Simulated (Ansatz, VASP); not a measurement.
**Au in VASP and in Ansatz**

```
Au
1.0
    -2.62491    2.62491    1.35204
     2.62491   -2.62491    1.35204
     2.62491    2.62491   -1.35204
Au
2
Direct
  0.75000 0.25000 0.50000
  0.00000 0.00000 0.00000
```

Alike in both runs: functional PBEsol; k mesh 8 × 8 × 8; occupations gaussian, width 0.1 eV; no spin polarisation.

Ansatz relaxed the structure, and its values are those at the end. VASP's run is a single point on that final structure, the one shown.

|  | VASP | Ansatz |
| --- | --- | --- |
| version | VASP 6.6.1 | Ansatz 0.2.0 |
| potentials or method | VASP PAW PBE potentials, release 64 (Au), cutoff 520 eV | scalar-relativistic, plane waves, PAW |
| valence electrons in the cell | 22 | 38 |

VASP gave:

```
gap on the k mesh at the Fermi level (eV) : none
pressure (GPa)                            : -0.4
```

Task: Estimate Ansatz's values.

Result: gap on the k mesh at the Fermi level (eV): none; pressure (GPa): -0.1.

VASP's potentials were made for PBE, not for PBEsol. A gap of «none» marks a metal or a gap that the smearing closes. VASP's potentials hold 22 valence electrons a cell and Ansatz's 38, so a difference there can come from the potentials and not from the codes.

Spin-orbit coupling is off throughout.
